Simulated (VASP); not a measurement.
# F (C2/m) in VASP: a series of runs, part 3 of 3

VASP 6.6.1. The steps go on from the part before.

## 4. Single point, PBEsol

Contents of INCAR:

```
ALGO = Normal
EDIFF = 1E-6
ENCUT = 520
GGA = PS
ISIF = 2
ISMEAR = 0
LASPH = True
LCHARG = False
LREAL = False
LWAVE = False
NBANDS = 22
NELM = 80
PREC = Accurate
SIGMA = 0.05
```

Contents of KPOINTS:

```
k-points
0
Gamma
  4 4 2
```

Contents of POSCAR:

```
F
1.0
    3.1849756493     -1.8305146634     -0.2456527984
    3.1849756493      1.8305146634     -0.2456527984
   -2.3948583866      0.0000000000      7.3307098205
F
4
Direct
    0.0848459664      0.0848459664      0.0780195948
    0.9151540336      0.9151540336      0.9219804052
    0.5015719855      0.5015719855      0.5937195244
    0.4984280145      0.4984280145      0.4062804756
```

Potentials or basis: VASP PAW PBE potentials, release 64 (F).

Run with:

```bash
> cat potpaw_PBE.64/F/POTCAR > POTCAR
> mpirun -np 1 vasp_std > vasp.out
```

OUTCAR:

```text
EDIFF = 1E-6
   ENCUT = 520
   GGA = PS
   ISIF = 2
   ISMEAR = 0
   LASPH = True
   LREAL = False
   NELM = 80
   PREC = Accurate

 ion  position               nearest neighbor table
   1  0.085  0.085  0.078-   2 1.27
   2  0.915  0.915  0.922-   1 1.27
   3  0.502  0.502  0.594-   4 1.44
   4  0.498  0.498  0.406-   3 1.44

  LATTYP: Found a base centered monoclinic cell.
 ALAT       =     6.3888700672
 B/A-ratio  =     0.5730323654
 C/A-ratio  =     1.2070962569
 COS(beta)  =    -0.3827161857

  Lattice vectors:

 A1 = (   3.1849756493,  -1.8305146634,  -0.2456527984)
 A2 = (   3.1849756493,   1.8305146634,  -0.2456527984)
 A3 = (  -2.3948583866,   0.0000000000,   7.3307098205)

Analysis of symmetry for initial positions (statically):
=====================================================================
 Subroutine PRICEL returns:
 Original cell was already a primitive cell.

 Routine SETGRP: Setting up the symmetry group for a
 base centered monoclinic supercell.

 Subroutine GETGRP returns: Found  4 space group operations
 (whereof  4 operations were pure point group operations)
 out of a pool of  4 trial point group operations.

The static configuration has the point symmetry C_2h.

Analysis of symmetry for dynamics (positions and initial velocities):
=====================================================================
 Subroutine PRICEL returns:
 Original cell was already a primitive cell.

 Routine SETGRP: Setting up the symmetry group for a
 base centered monoclinic supercell.

 Subroutine GETGRP returns: Found  4 space group operations
 (whereof  4 operations were pure point group operations)
 out of a pool of  4 trial point group operations.

The dynamic configuration has the point symmetry C_2h.

 Subroutine INISYM returns: Found  4 space group operations
 (whereof  4 operations are pure point group operations),
 and found     1 'primitive' translations

----------------------------------------------------------------------------------------

                                     Primitive cell

  volume of cell :      83.3244

  direct lattice vectors                    reciprocal lattice vectors
     3.184975649 -1.830514663 -0.245652798     0.161044926 -0.273147225  0.052611521
     3.184975649  1.830514663 -0.245652798     0.161044926  0.273147225  0.052611521
    -2.394858387  0.000000000  7.330709821     0.010793262  0.000000000  0.139938472

  length of vectors
     3.681738600  3.681738600  7.711981144     0.321423158  0.321423158  0.140354090

  position of ions in fractional coordinates (direct lattice)
     0.084845966  0.084845966  0.078019595
     0.915154034  0.915154034  0.921980405
     0.501571985  0.501571985  0.593719524
     0.498428014  0.498428014  0.406280476

  ion indices of the primitive-cell ions
   primitive index   ion index
                 1           1
                 2           2
                 3           3
                 4           4

[... 24 lines left out ...]
 Found     14 irreducible k-points:

 Following reciprocal coordinates:
            Coordinates               Weight
  0.000000  0.000000  0.000000      1.000000
  0.250000  0.000000  0.000000      4.000000
  0.500000  0.000000  0.000000      2.000000
  0.250000  0.250000  0.000000      2.000000
  0.500000  0.250000  0.000000      4.000000
 -0.250000  0.250000  0.000000      2.000000
  0.500000  0.500000  0.000000      1.000000
 -0.000000 -0.000000  0.500000      1.000000
  0.250000 -0.000000  0.500000      4.000000
  0.500000  0.000000  0.500000      2.000000
  0.250000  0.250000  0.500000      2.000000
  0.500000  0.250000  0.500000      4.000000
 -0.250000  0.250000  0.500000      2.000000
  0.500000  0.500000  0.500000      1.000000
   k-points           NKPTS =     14   k-points in BZ     NKDIM =     14   number of bands    NBANDS=     22
   number of dos      NEDOS =    301   number of ions     NIONS =      4
   total plane-waves  NPLWV =  47040
   dimension x,y,z NGX =    28 NGY =   28 NGZ =   60
   dimension x,y,z NGXF=    56 NGYF=   56 NGZF=  120
   ions per type =               4
   NGX,Y,Z   is equivalent  to a cutoff of  12.64, 12.64, 12.93 a.u.
   NGXF,Y,Z  is equivalent  to a cutoff of  25.29, 25.29, 25.87 a.u.
 SYSTEM =  unknown system
   PREC   = accura    normal or accurate (medium, high low for compatibility)
   ISTART =      0    job   : 0-new  1-cont  2-samecut
   ICHARG =      2    charge: 1-file 2-atom 10-const
   ISPIN  =      1    spin polarized calculation?
   LNONCOLLINEAR =      F non collinear calculations
   LSORBIT =      F    spin-orbit coupling
   LASPH  =      T    aspherical Exc in radial PAW
   ENCUT  =  520.0 eV  38.22 Ry    6.18 a.u.   6.85  6.85 14.34*2*pi/ulx,y,z
   NELM   =     80;   NELMIN=  2; NELMDL= -5     # of ELM steps
   EDIFF  = 0.1E-05   stopping-criterion for ELM
   LREAL  =      F    real-space projection
   EDIFFG = 0.1E-04   stopping-criterion for IOM
   NSW    =      0    number of steps for IOM
   IBRION =     -1    ionic relax: 0-MD 1-quasi-New 2-CG
   NFREE  =      0    steps in history (QN), initial steepest desc. (CG)
   ISIF   =      2    stress and relaxation
   ISYM   =      2    0-nonsym 1-usesym 2-fastsym
   POTIM  = 0.5000    time-step for ionic-motion
   TEBEG  =    0.0;   TEEND  =   0.0 temperature during run
   PSTRESS=    0.0 pullay stress
   NELECT =      28.0000    total number of electrons
   NUPDOWN=      -1.0000    fix difference up-down
   EMIN   =  10.00;   EMAX   =-10.00  energy-range for DOS
   EFERMI =   0.00;   METHOD = LEGACY
   ISMEAR =     0;   SIGMA  =   0.05  broadening in eV -4-tet -1-fermi 0-gaus
   EFERMI_NEDOS =   21; number of points for ismear=-14 and -15
   IALGO  =     38    algorithm
   IMIX   =      4    mixing-type and parameters
     AMIX     =   0.40;   BMIX     =  1.00
     AMIX_MAG =   1.60;   BMIX_MAG =  1.00
  volume/ion in A,a.u.               =      20.83       140.58
  Fermi-wavevector in a.u.,A,eV,Ry     =   1.138160  2.150811 17.625108  1.295409
  Thomas-Fermi vector in A             =   2.274865
   LORBIT       =      0    0 simple, 1 ext, 2 COOP (PROOUT), +10 PAW based schemes
   GGA     = PS    functional components
   LHFCALC =     F    Hartree Fock is set to
   AEXX    =    0.0000 exact exchange contribution
   IVDW    =     0    specifies the selected vdW correction
   LEPSILON=     F    determine dielectric tensor
   LRPA    =     F    only Hartree local field effects (RPA)
 non-spin polarized calculation
 Gauss-broadening in eV      SIGMA  =   0.05
  energy-cutoff  :      520.00
  volume of cell :       83.32
 maximum number of plane-waves:      2272
   NGX = 13   NGY = 13   NGZ = 29

 number of electron      28.0000000 magnetization

 Free energy of the ion-electron system (eV)
  ---------------------------------------------------
  ext. energy  EPLUGINS =         0.00000000
  ---------------------------------------------------
  free energy    TOTEN  =        -7.31497732 eV

  energy without entropy =       -7.31497732  energy(sigma->0) =       -7.31497732

 E-fermi :  -5.3416     XC(G=0):  -6.3820

 val. band max:       -5.5751351700   @ k =   0.5000   0.5000   0.0000
 cond. band min:      -3.2450706437   @ k =   0.0000   0.0000   0.0000
 fundamental gap:      2.3300645263
 Fermi energy:        -5.3415763464

 k-point     1 :       0.0000    0.0000    0.0000
  band No.  band energies     occupation
      1     -33.2675      2.00000
      2     -30.5318      2.00000
      3     -24.5894      2.00000
      4     -23.4470      2.00000
      5     -13.0177      2.00000
      6     -12.1646      2.00000
[... 339 lines left out ...]
     21       8.3774      0.00000
     22       8.6262      0.00000

------------------------ aborting loop because EDIFF is reached ----------------------------------------

  FORCE on cell =-STRESS in cart. coord.  units (eV):
  Direction    XX          YY          ZZ          XY          YZ          ZX
  --------------------------------------------------------------------------------------
  -------------------------------------------------------------------------------------
  Total        2.7082536     -0.2792104      5.4703485      0.0000000      0.0000000      5.0082147
  in kB       52.0748125     -5.3687097    105.1848966      0.0000000      0.0000000     96.2988990
  external PRESSURE =      50.6303331 kB  Pullay stress =       0.0000000 kB

 VOLUME and BASIS-vectors are now :
 -----------------------------------------------------------------------------
  energy-cutoff  :      520.00
  volume of cell :       83.32
      direct lattice vectors                 reciprocal lattice vectors
     3.184975649 -1.830514663 -0.245652798     0.161044926 -0.273147225  0.052611521
     3.184975649  1.830514663 -0.245652798     0.161044926  0.273147225  0.052611521
    -2.394858387  0.000000000  7.330709821     0.010793262  0.000000000  0.139938472

 POSITION                                       TOTAL-FORCE (eV/Angst)
 -----------------------------------------------------------------------------------
      0.35362      0.00000      0.53025         4.318408      0.000000      6.545628
      3.62147      0.00000      6.30915        -4.318408      0.000000     -6.545628
      1.77311      0.00000      4.10596         0.256741      0.000000     -0.888898
      2.20198      0.00000      2.73344        -0.256741      0.000000      0.888898
 -----------------------------------------------------------------------------------
    total drift:                                0.000000      0.000000     -0.000000

  FREE ENERGIE OF THE ION-ELECTRON SYSTEM (eV)
  ---------------------------------------------------
  free  energy   TOTEN  =        -7.3149773161 eV

  energy  without entropy=       -7.3149773161  energy(sigma->0) =       -7.31497732
```

stdout:

```text
POSCAR found type information on POSCAR F
 POSCAR found :  1 types and       4 ions
 scaLAPACK will be used
 -----------------------------------------------------------------------------
|                                                                             |
|                                                                             |
|     You enforced a specific xc type in the INCAR file but a different       |
|     I HOPE YOU KNOW WHAT YOU ARE DOING!                                     |
|                                                                             |
 -----------------------------------------------------------------------------

 LDA part: xc-table for (Slater+PW92), standard interpolation
 POSCAR, INCAR and KPOINTS ok, starting setup
 FFT: planning ... GRIDC
 FFT: planning ... GRID_SOFT
 FFT: planning ... GRID
 WAVECAR not read
 entering main loop
```

Run time: 11 s. Hardware: 1 thread of Intel Xeon 6975P-C (Granite Rapids), shared host; peak memory 0.18 GiB.

Results:

```yaml
Free_energy: -7.3150 eV
Pressure: 5.1 GPa
Largest_force: 7.842 eV/Å
Band_gap_on_the_k_mesh: 2.33 eV, indirect (least direct gap 2.37 eV)
```

Forces in eV/Å, atoms in the order of the input:
```
F    4.318  0.000  6.546
F   -4.318  0.000 -6.546
F    0.257  0.000 -0.889
F   -0.257  0.000  0.889
```

Stress tensor (GPa, compression positive):
```
 5.21  0.00  9.63
 0.00 -0.54  0.00
 9.63  0.00 10.52
```

Levels at points of the mesh, in eV from the valence-band top:
```
           k point  band 12  band 13  band 14  band 15  band 16  band 17
(0.00, 0.00, 0.00)    -0.70    -0.16    -0.04     2.33     5.52     7.98
(0.50, 0.00, 0.00)    -0.78    -0.19    -0.08     2.42     5.58    11.70
(0.50, 0.50, 0.00)    -0.72    -0.07     0.00     2.40     5.55    12.06
(0.00, 0.00, 0.50)    -0.70    -0.16    -0.04     2.35     5.41     8.76
(0.50, 0.00, 0.50)    -0.77    -0.19    -0.06     2.40     5.60    11.49
(0.50, 0.50, 0.50)    -0.70    -0.09    -0.01     2.42     5.55    11.66
```

Caveat: the k points lie up to 0.50 Å⁻¹ apart; the PAW data sets were made with another functional, which shifts forces and pressure a little.

## 5. Single point, PBEsol

Contents of INCAR:

```
SYSTEM = F
PREC     = Accurate       ! precision mode
ENCUT    = 520            ! plane-wave cutoff, eV
EDIFF    = 1E-7           ! SCF threshold, eV
ISMEAR   = 0              ! smearing method
SIGMA    = 0.05           ! smearing width, eV
LREAL    = .False.        ! projectors in reciprocal space
LASPH    = .True.         ! aspherical terms in the spheres
NELM     = 60             ! most SCF steps
ALGO     = Normal         ! electronic algorithm
ISIF     = 2              ! what is computed and relaxed
LWAVE    = .False.        ! write WAVECAR
LCHARG   = .False.        ! write CHGCAR
GGA      = PS             ! functional
NBANDS   = 22             ! bands
```

Contents of KPOINTS:

```
regular mesh
0
Gamma
  4 4 2
  0 0 0
```

POSCAR: that of step 4 with these lines changed.

```diff
@@ -8,4 +8,4 @@
 Direct
-    0.0848459664      0.0848459664      0.0780195948
-    0.9151540336      0.9151540336      0.9219804052
+    0.0848459664      0.0848459664      0.0860117137
+    0.9151540336      0.9151540336      0.9139882863
     0.5015719855      0.5015719855      0.5937195244
```

Run with:

```bash
> cat potpaw_PBE.64/F/POTCAR > POTCAR
> mpirun -np 1 vasp_std > vasp.out
```

It took 12 s on 1 thread of Intel Xeon 6975P-C (Granite Rapids), shared host; peak memory 0.18 GiB.

The run converged. Its results:

| Item | Value |
| --- | --- |
| Free energy | -7.7138 eV |
| Pressure | 0.8 GPa |
| Largest force | 2.527 eV/Å |
| Band gap on the k mesh | 2.63 eV, indirect (least direct gap 2.67 eV) |

Forces in eV/Å, atoms in the order of the input:
```
F    1.229  0.000  2.209
F   -1.229  0.000 -2.209
F    0.266  0.000 -0.880
F   -0.266  0.000  0.880
```

Stress tensor (GPa, compression positive):
```
 0.88  0.00  3.55
 0.00 -0.53  0.00
 3.55  0.00  2.15
```

Levels at points of the mesh, in eV from the valence-band top:
```
           k point  band 12  band 13  band 14  band 15  band 16  band 17
(0.00, 0.00, 0.00)    -0.36    -0.12    -0.04     2.63     4.23     8.36
(0.50, 0.00, 0.00)    -0.46    -0.19    -0.10     2.76     4.23    12.09
(0.50, 0.50, 0.00)    -0.40    -0.10     0.00     2.74     4.20    12.46
(0.00, 0.00, 0.50)    -0.36    -0.13    -0.04     2.69     4.13     9.15
(0.50, 0.00, 0.50)    -0.45    -0.17    -0.06     2.73     4.24    11.94
(0.50, 0.50, 0.50)    -0.37    -0.13    -0.03     2.76     4.21    12.02
```

Caveat: the k points lie up to 0.50 Å⁻¹ apart; the PAW data sets were made with another functional, which shifts forces and pressure a little. A k mesh can miss the band edges.
